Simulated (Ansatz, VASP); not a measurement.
# Two plane-wave programs on HfSiO4

```
CELL_PARAMETERS angstrom
-3.28625 3.28625 2.98160
3.28625 -3.28625 2.98160
3.28625 3.28625 -2.98160
ATOMIC_POSITIONS crystal
Hf 0.75000 0.25000 0.50000
Hf 0.00000 0.00000 0.00000
Si 0.25000 0.75000 0.50000
Si 0.50000 0.50000 0.00000
O 0.13400 0.31928 0.81472
O 0.06928 0.75456 0.68528
O 0.50456 0.31928 0.18528
O 0.06928 0.38400 0.31472
O 0.61600 0.93072 0.68528
O 0.68072 0.86600 0.18528
O 0.24544 0.93072 0.31472
O 0.68072 0.49544 0.81472
```

Alike in both runs: task electric field gradients; functional r2SCAN; k mesh 7 × 7 × 7; occupations fermi-dirac, width 0.02 eV; no spin polarisation.

|  | VASP | Ansatz |
| --- | --- | --- |
| version | VASP 6.6.1 | Ansatz 0.2.0 |
| potentials or method | VASP PAW PBE potentials, release 64 (Hf_pv, Si, O) | plane-wave PAW, scalar-relativistic |
| plane-wave cutoff (eV) | 520 | 500 |
| valence electrons in the cell | 76 | 108 |

```csv
,VASP,Ansatz,Ansatz less VASP
gap on the k mesh at the Fermi level (eV),5.99,6.05,+0.055
pressure (GPa),-1.2,0.5,+1.64
"traceless stress, the component that is largest in VASP (GPa)",0.50,-0.01,-0.501
rms of the force components (eV/Å),0.032,0.146,+0.1132
size of Vzz on the site where it differs most (V/Å²),131.7,142.1,+10.40
```

VASP's potentials were made for PBE, not for r2SCAN. Atom by atom the forces differ by 0.116 eV/Å (rms over components). The functional is the same, so the differences come from potentials, cutoffs and numerics. VASP's potentials hold 76 valence electrons a cell and Ansatz's 108, so a difference there can come from the potentials and not from the codes.

Neither program's run includes spin-orbit coupling.
